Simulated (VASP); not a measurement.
Write the native input for VASP 6.6.1 that does the following.

| Item | Value |
| --- | --- |
| Task | single point |
| Functional | PBE |
| Potentials or basis | VASP PAW PBE potentials, release 64 (Au) |
| Cutoff | 520 eV |
| k mesh | 18 × 18 × 18 |
| Occupations | gaussian, width 0.1 eV |
| Spin | no spin polarisation |
| Dipole correction | no |
| Further INCAR settings | ALGO = Normal; EDIFF = 1e-06; NBANDS = 12 |

The structure of Au lies in POSCAR:

```
Au
1.0
    0.0000000000      2.0995413564      2.0995413564
    2.0995413564      0.0000000000      2.0995413564
    2.0995413564      2.0995413564      0.0000000000
Au
1
Direct
    0.0000000000      0.0000000000      0.0000000000
```

This cell differs from its parent crystal: volume scaled by 1.03.

The input as run:

INCAR

```
SYSTEM = Au
PREC = Accurate ; ENCUT = 520
EDIFF = 1E-6 ; ISMEAR = 0
SIGMA = 0.1 ; LREAL = .FALSE.
LASPH = .TRUE. ; NELM = 100
ALGO = Normal ; ISIF = 2
LWAVE = .FALSE. ; LCHARG = .FALSE.
GGA = PE ; NBANDS = 12
```

KPOINTS

```
regular mesh
0
G
  18 18 18
  0 0 0
```

Potentials or basis: VASP PAW PBE potentials, release 64 (Au).

Command:

```console
$ cat potpaw_PBE.64/Au/POTCAR > POTCAR
$ mpirun -np 1 vasp_std > vasp.out
```

Results of the run:

```yaml
Pressure: -4.0 GPa
```

Wall time 51 s on 1 thread of Intel Xeon 8259CL, on a shared host, peak memory 0.17 GiB.
